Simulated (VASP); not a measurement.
# Ni (Fm-3m) in VASP: settings compared, part 2 of 2

VASP 6.6.1. The steps go on from the part before.

## 3. Relaxation of cell and atoms, revPBE+D3(BJ), collinear spin, ferromagnetic start

The input, INCAR:

```
SYSTEM = Ni
ALGO = Normal
EDIFF = 1E-6
EDIFFG = -0.01
ENCUT = 600
GGA = RE
IBRION = 2
ISIF = 3
ISMEAR = -1
ISPIN = 2
IVDW = 12
LASPH = .TRUE.
LCHARG = .FALSE.
LMAXMIX = 4
LORBIT = 11
LREAL = .FALSE.
LWAVE = .FALSE.
MAGMOM = 1.5
NELM = 150
NSW = 80
PREC = Accurate
SIGMA = 0.05
```

The input, KPOINTS:

```
k-points
0
G
  15 15 15
  0 0 0
```

The input, POSCAR:

```
Ni
1.0
    0.0000000000      1.7619350000      1.7619350000
    1.7619350000      0.0000000000      1.7619350000
    1.7619350000      1.7619350000      0.0000000000
Ni
1
Direct
    0.0000000000      0.0000000000      0.0000000000
```

Potentials or basis: VASP PAW PBE potentials, release 64 (Ni).

Launch:

```
$ cat potpaw_PBE.64/Ni/POTCAR > POTCAR
$ mpirun -np 1 vasp_std > vasp.out
```

OUTCAR:

```text
SYSTEM = Ni
   EDIFF = 1E-6
   EDIFFG = -0.01
   ENCUT = 600
   GGA = RE
   IBRION = 2
   ISIF = 3
   ISMEAR = -1
   ISPIN = 2
   IVDW = 12
   LASPH = .TRUE.
   LORBIT = 11
   LREAL = .FALSE.
   NELM = 150
   NSW = 80
   PREC = Accurate
 IVDW          = 12

 ion  position               nearest neighbor table
   1  0.000  0.000  0.000-

  LATTYP: Found a face centered cubic cell.
 ALAT       =     3.5238700000

  Lattice vectors:

 A1 = (   0.0000000000,   1.7619350000,   1.7619350000)
 A2 = (   1.7619350000,   0.0000000000,   1.7619350000)
 A3 = (   1.7619350000,   1.7619350000,   0.0000000000)

Analysis of symmetry for initial positions (statically):
=====================================================================
 Subroutine PRICEL returns:
 Original cell was already a primitive cell.

 Routine SETGRP: Setting up the symmetry group for a
 face centered cubic supercell.

 Subroutine GETGRP returns: Found 48 space group operations
 (whereof 48 operations were pure point group operations)
 out of a pool of 48 trial point group operations.

The static configuration has the point symmetry O_h .

Analysis of symmetry for dynamics (positions and initial velocities):
=====================================================================
 Subroutine PRICEL returns:
 Original cell was already a primitive cell.

 Routine SETGRP: Setting up the symmetry group for a
 face centered cubic supercell.

 Subroutine GETGRP returns: Found 48 space group operations
 (whereof 48 operations were pure point group operations)
 out of a pool of 48 trial point group operations.

The dynamic configuration has the point symmetry O_h .

Analysis of structural, dynamic, and magnetic symmetry:
=====================================================================
 Subroutine PRICEL returns:
 Original cell was already a primitive cell.

 Routine SETGRP: Setting up the symmetry group for a
 face centered cubic supercell.

 Subroutine GETGRP returns: Found 48 space group operations
 (whereof 48 operations were pure point group operations)
 out of a pool of 48 trial point group operations.

The overall configuration has the point symmetry O_h .

 Subroutine INISYM returns: Found 48 space group operations
 (whereof 48 operations are pure point group operations),
 and found     1 'primitive' translations

----------------------------------------------------------------------------------------

                                     Primitive cell

  volume of cell :      10.9396

  direct lattice vectors                    reciprocal lattice vectors
     0.000000000  1.761935000  1.761935000    -0.283778914  0.283778914  0.283778914
     1.761935000  0.000000000  1.761935000     0.283778914 -0.283778914  0.283778914
     1.761935000  1.761935000  0.000000000     0.283778914  0.283778914 -0.283778914

  length of vectors
     2.491752373  2.491752373  2.491752373     0.491519496  0.491519496  0.491519496

  position of ions in fractional coordinates (direct lattice)
     0.000000000  0.000000000  0.000000000

  ion indices of the primitive-cell ions
   primitive index   ion index
                 1           1

----------------------------------------------------------------------------------------

 KPOINTS: k-points

Automatic generation of k-mesh.
 Grid dimensions read from file:
 generate k-points for:   15   15   15

 Generating k-lattice:

  Cartesian coordinates                     Fractional coordinates (reciprocal lattice)
    -0.018918594  0.018918594  0.018918594     0.066666667  0.000000000  0.000000000
     0.018918594 -0.018918594  0.018918594     0.000000000  0.066666667  0.000000000
     0.018918594  0.018918594 -0.018918594     0.000000000  0.000000000  0.066666667

  Length of vectors
     0.032767966  0.032767966  0.032767966

  Shift w.r.t. Gamma in fractional coordinates (k-lattice)
     0.000000000  0.000000000  0.000000000

 Subroutine IBZKPT returns following result:
 ===========================================

 Found    120 irreducible k-points:

 Following reciprocal coordinates:
            Coordinates               Weight
  0.000000  0.000000  0.000000      1.000000
  0.066667  0.000000  0.000000      8.000000
  0.133333  0.000000  0.000000      8.000000
  0.200000  0.000000  0.000000      8.000000
  0.266667  0.000000  0.000000      8.000000
  0.333333  0.000000  0.000000      8.000000
[... 16 lines left out ...]
  0.133333  0.133333  0.000000      6.000000
  0.200000  0.133333  0.000000     24.000000
 [... further k-points ...]
   k-points           NKPTS =    120   k-points in BZ     NKDIM =    120   number of bands    NBANDS=     10
   number of dos      NEDOS =    301   number of ions     NIONS =      1
   total plane-waves  NPLWV =   8000
   dimension x,y,z NGX =    20 NGY =   20 NGZ =   20
   dimension x,y,z NGXF=    40 NGYF=   40 NGZF=   40
   ions per type =               1
   NGX,Y,Z   is equivalent  to a cutoff of  13.34, 13.34, 13.34 a.u.
   NGXF,Y,Z  is equivalent  to a cutoff of  26.69, 26.69, 26.69 a.u.
 SYSTEM =  Ni
   PREC   = accura    normal or accurate (medium, high low for compatibility)
   ISTART =      0    job   : 0-new  1-cont  2-samecut
   ICHARG =      2    charge: 1-file 2-atom 10-const
   ISPIN  =      2    spin polarized calculation?
   LNONCOLLINEAR =      F non collinear calculations
   LSORBIT =      F    spin-orbit coupling
   LASPH  =      T    aspherical Exc in radial PAW
   ENCUT  =  600.0 eV  44.10 Ry    6.64 a.u.   4.98  4.98  4.98*2*pi/ulx,y,z
   NELM   =    150;   NELMIN=  2; NELMDL= -5     # of ELM steps
   EDIFF  = 0.1E-05   stopping-criterion for ELM
   LREAL  =      F    real-space projection
   EDIFFG = -.1E-01   stopping-criterion for IOM
   NSW    =     80    number of steps for IOM
   IBRION =      2    ionic relax: 0-MD 1-quasi-New 2-CG
   NFREE  =      1    steps in history (QN), initial steepest desc. (CG)
   ISIF   =      3    stress and relaxation
   ISYM   =      2    0-nonsym 1-usesym 2-fastsym
   POTIM  = 0.5000    time-step for ionic-motion
   TEBEG  =    0.0;   TEEND  =   0.0 temperature during run
   PSTRESS=    0.0 pullay stress
   NELECT =      10.0000    total number of electrons
   NUPDOWN=      -1.0000    fix difference up-down
   EMIN   =  10.00;   EMAX   =-10.00  energy-range for DOS
   EFERMI =   0.00;   METHOD = LEGACY
   ISMEAR =    -1;   SIGMA  =   0.05  broadening in eV -4-tet -1-fermi 0-gaus
   EFERMI_NEDOS =   21; number of points for ismear=-14 and -15
   IALGO  =     38    algorithm
   IMIX   =      4    mixing-type and parameters
     AMIX     =   0.40;   BMIX     =  1.00
     AMIX_MAG =   1.60;   BMIX_MAG =  1.00
  volume/ion in A,a.u.               =      10.94        73.82
  Fermi-wavevector in a.u.,A,eV,Ry     =   1.588821  3.002436 34.345893  2.524352
  Thomas-Fermi vector in A             =   2.687765
   LORBIT       =     11    0 simple, 1 ext, 2 COOP (PROOUT), +10 PAW based schemes
   GGA     = RE    functional components
   LHFCALC =     F    Hartree Fock is set to
   AEXX    =    0.0000 exact exchange contribution
   IVDW    =    12    specifies the selected vdW correction
   LEPSILON=     F    determine dielectric tensor
   LRPA    =     F    only Hartree local field effects (RPA)
 conjugate gradient relaxation of ions
 spin polarized calculation
  energy-cutoff  :      600.00
  volume of cell :       10.94
 maximum number of plane-waves:       375
   NGX =  9   NGY =  9   NGZ =  9

--------------------------------------- Ionic step        1  -------------------------------------------

 number of electron      10.0000010 magnetization       0.6468944

 Free energy of the ion-electron system (eV)
  ---------------------------------------------------
  ext. energy  EPLUGINS =         0.00000000
  ---------------------------------------------------
  free energy    TOTEN  =        -5.06819777 eV

  energy without entropy =       -5.05440011  energy(sigma->0) =       -5.06129894

 E-fermi :   9.4099     XC(G=0): -13.1336

 val. band max:        9.4036305184   @ k =  -0.4000   0.2000   0.0000
 cond. band min:       9.4134212611   @ k =   0.4000   0.2667   0.0000
 fundamental gap:      0.0097907428
 Fermi energy:         9.4099400762

 spin component 1

 k-point     1 :       0.0000    0.0000    0.0000
  band No.  band energies     occupation
      1       0.4488      1.00000
      2       6.9645      1.00000
      3       6.9645      1.00000
      4       6.9645      1.00000
      5       8.1348      1.00000
      6       8.1348      1.00000
      7      33.0593      0.00000
      8      36.9255      0.00000
      9      36.9255      0.00000
     10      36.9255      0.00000
[... 690 lines left out ...]
  energy  without entropy=       -5.9447806337  energy(sigma->0) =       -5.95106336

--------------------------------------- Ionic step        3  -------------------------------------------

 number of electron       9.9999995 magnetization       0.6371089

 Free energy of the ion-electron system (eV)
  ---------------------------------------------------
  ext. energy  EPLUGINS =         0.00000000
  ---------------------------------------------------
  free energy    TOTEN  =        -5.03759960 eV

  energy without entropy =       -5.02444305  energy(sigma->0) =       -5.03102132

 E-fermi :  10.1618     XC(G=0): -13.4453

 val. band max:       10.1586407193   @ k =  -0.4667   0.3333   0.1333
 cond. band min:      10.1631163242   @ k =  -0.4000   0.0667   0.0000
 fundamental gap:      0.0044756049
 Fermi energy:        10.1617620387

 spin component 1

 k-point     1 :       0.0000    0.0000    0.0000
  band No.  band energies     occupation
      1       0.8327      1.00000
      2       7.5892      1.00000
      3       7.5892      1.00000
      4       7.5892      1.00000
      5       8.8444      1.00000
      6       8.8444      1.00000
      7      34.2563      0.00000
      8      38.5303      0.00000
      9      38.5303      0.00000
     10      38.5303      0.00000
[... 647 lines left out ...]
  FREE ENERGIE OF THE ION-ELECTRON SYSTEM (eV)
  ---------------------------------------------------
  free  energy   TOTEN  =        -5.9743315330 eV

  energy  without entropy=       -5.9611749816  energy(sigma->0) =       -5.96775326

 reached required accuracy - stopping structural energy minimisation

 total charge

# of ion       s       p       d       tot
------------------------------------------
    1        0.518   0.541   8.334   9.392

 magnetization (x)

# of ion       s       p       d       tot
------------------------------------------
    1       -0.007  -0.027   0.679   0.645
```

OSZICAR:

```text
N       E                     dE             d eps       ncg     rms          rms(c)
DAV:   1     0.290550303151E+02    0.29055E+02   -0.51971E+03  4872   0.143E+03
[... 27 lines left out ...]
DAV:   3    -0.504598553291E+01    0.10841E+00   -0.75804E-01  5176   0.135E+01    0.930E-01
DAV:   4    -0.503864646685E+01    0.73391E-02   -0.57441E-03  5630   0.711E-01    0.495E-01
DAV:   5    -0.503754595098E+01    0.11005E-02   -0.26278E-03  6516   0.411E-01    0.105E-01
DAV:   6    -0.503757465492E+01   -0.28704E-04   -0.56414E-05  5784   0.836E-02    0.627E-02
DAV:   7    -0.503759771995E+01   -0.23065E-04   -0.14903E-05  5340   0.592E-02    0.135E-02
DAV:   8    -0.503759969642E+01   -0.19765E-05   -0.17660E-07  2672   0.546E-03    0.561E-03
DAV:   9    -0.503759959971E+01    0.96714E-07   -0.14814E-07  2418   0.510E-03
   3 F= -.59743315E+01 E0= -.59677533E+01  d E =-.185635E-01  mag=     0.6370
```

Wall time 59 s (1 thread of Intel Xeon Platinum 8259CL at 2.50GHz (Skylake/Cascade Lake), shared host); peak memory 0.16 GiB.

What came out:

- Free energy: -5.9743 eV
- Relaxed volume: 10.38 Å³/atom
- Relaxed cell: a = 2.449 Å, b = 2.449 Å, c = 2.449 Å, α = 60.00°, β = 60.00°, γ = 60.00°
- Space group after relaxing (to 0.1 Å): Fm-3m (No. 225)
- Energy gained by relaxing: 18.6 meV/atom
- Ionic steps: 3
- Pressure after relaxing: 0.0 GPa
- Net moment: 0.64 μB per cell
- Site moments: Ni +0.65 μB
- Valence electrons inside the program's atomic spheres: Ni 9.39
- Dispersion energy per atom: -0.937 eV

The path:
```csv
step,energy change (eV),largest force (eV/Å),pressure (GPa),volume (Å³)
1,0.0000,0.0000,-9.93,10.94
2,-0.0016,0.0000,11.91,9.90
3,-0.0186,0.0000,0.01,10.38
```

Final structure:
```xyz
1
Lattice="0.0000 1.7315 1.7315 1.7315 0.0000 1.7315 1.7315 1.7315 0.0000" Properties=species:S:1:pos:R:3 pbc="T T T"
Ni    0.0000    0.0000    0.0000
```

Levels at points of the mesh, in eV from the Fermi level:
Spin up:
| k point | band 2 | band 3 | band 4 | band 5 | band 6 | band 7 | band 8 | band 9 |
| --- | --- | --- | --- | --- | --- | --- | --- | --- |
| (0.00, 0.00, 0.00) | -2.57 | -2.57 | -2.57 | -1.32 | -1.32 | 24.09 | 28.37 | 28.37 |
Spin down:
```csv
k point,band 3,band 4,band 5,band 6,band 7,band 8
"(0.00, 0.00, 0.00)",-1.79,-1.79,-0.71,-0.71,23.91,28.33
```

Caveat: the PAW data sets were made with another functional, which shifts forces and pressure a little.

## 4. Relaxation of cell and atoms, r2SCAN+rVV10, collinear spin, ferromagnetic start

POSCAR is that of step 3.

The input, INCAR.step1:

```
SYSTEM = Ni
PREC = Accurate
ENCUT = 600
ISMEAR = -1
SIGMA = 0.05
LREAL = .FALSE.
LASPH = .TRUE.
NELM = 150
ISPIN = 2
MAGMOM = 1.5
LMAXMIX = 4
GGA = PE
ALGO = Normal
EDIFF = 1E-4
LWAVE = .TRUE.
LCHARG = .FALSE.
```

The input, INCAR.step2:

```
SYSTEM = Ni
PREC = Accurate
ENCUT = 600
EDIFF = 1E-6
ISMEAR = -1
SIGMA = 0.05
LREAL = .FALSE.
LASPH = .TRUE.
NELM = 150
ALGO = Normal
ISIF = 3
LWAVE = .FALSE.
LCHARG = .FALSE.
ISPIN = 2
MAGMOM = 1.5
LORBIT = 11
LMAXMIX = 4
METAGGA = R2SCAN
LMIXTAU = .TRUE.
LUSE_VDW = .TRUE.
IVDW_NL = 2
BPARAM = 11.95
CPARAM = 0.0093
IBRION = 2
NSW = 80
EDIFFG = -0.01
ISTART = 1
```

The input, KPOINTS:

```
Automatic mesh
0
G
  15 15 15
  0 0 0
```

Launch:

```
$ cat potpaw_PBE.64/Ni/POTCAR > POTCAR
$ cp INCAR.step1 INCAR
$ mpirun -np 1 vasp_std > vasp.out
$ cp INCAR.step2 INCAR
$ mpirun -np 1 vasp_std > vasp.out
```

It took 5.8 min on 1 thread of Intel Xeon Platinum 8259CL at 2.50GHz (Skylake/Cascade Lake), shared host; peak memory 0.21 GiB.

Results (log left out):

```
Free energy                                           : -11.7105 eV
Relaxed volume                                        : 10.41 Å³/atom
Relaxed cell                                          : a = 2.451 Å, b = 2.451 Å, c = 2.451 Å, α = 60.00°, β = 60.00°, γ = 60.00°
Space group after relaxing (to 0.1 Å)                 : Fm-3m (No. 225)
Energy gained by relaxing                             : 16.8 meV/atom
Ionic steps                                           : 4
Pressure after relaxing                               : 0.0 GPa
Net moment                                            : 0.69 μB per cell
Site moments                                          : Ni +0.71 μB
Valence electrons inside the program's atomic spheres : Ni 9.43
```

The path:
```
step  energy change (eV)  largest force (eV/Å)  pressure (GPa)  volume (Å³)
   1              0.0000                0.0000           -9.55        10.94
   2              0.0002                0.0000           11.68         9.94
   3             -0.0168                0.0000           -0.21        10.42
   4             -0.0168                0.0000            0.03        10.41
```

Final structure:
```
Ni
1.0
     0.00000    1.73303    1.73303
     1.73303    0.00000    1.73303
     1.73303    1.73303    0.00000
Ni
1
Cartesian
  0.0000 0.0000 0.0000
```

Levels at points of the mesh, in eV from the Fermi level:
Spin up:
| k point | band 1 | band 2 | band 3 | band 4 | band 5 | band 6 | band 7 | band 8 | band 9 | band 10 |
| --- | --- | --- | --- | --- | --- | --- | --- | --- | --- | --- |
| (0.00, 0.00, 0.00) | -9.74 | -3.02 | -3.02 | -3.02 | -1.66 | -1.66 | 24.92 | 29.43 | 29.43 | 29.43 |
Spin down:
| k point | band 1 | band 2 | band 3 | band 4 | band 5 | band 6 | band 7 | band 8 | band 9 | band 10 |
| --- | --- | --- | --- | --- | --- | --- | --- | --- | --- | --- |
| (0.00, 0.00, 0.00) | -9.99 | -1.74 | -1.74 | -1.74 | -0.94 | -0.94 | 24.68 | 29.53 | 29.53 | 29.53 |

Caveat: the PAW data sets were made with another functional, which shifts forces and pressure a little.

## 5. Overview

| level | potentials or basis | gap on the mesh (eV) | pressure (GPa) | moment (μB) | relaxed volume (Å³/atom) |
| --- | --- | --- | --- | --- | --- |
| LDA | VASP PAW LDA potentials, release 64 (Ni) | none | 0.1 | 0.60 | 10.03 |
| revPBE+D3(BJ) | VASP PAW PBE potentials, release 64 (Ni) | none | 0.0 | 0.64 | 10.38 |
| r2SCAN+rVV10 | VASP PAW PBE potentials, release 64 (Ni) | none | 0.0 | 0.69 | 10.41 |

Alike in all rows: task relaxation of cell and atoms; spin collinear, ferromagnetic start; cell relaxed; k mesh 15 × 15 × 15; cutoff (eV) 600; smearing fermi-dirac 0.05 eV.

Caveats: the PAW data sets were made with another functional, which shifts forces and pressure a little (at least some runs).

Absolute energies hang on the potentials; compare differences alone.
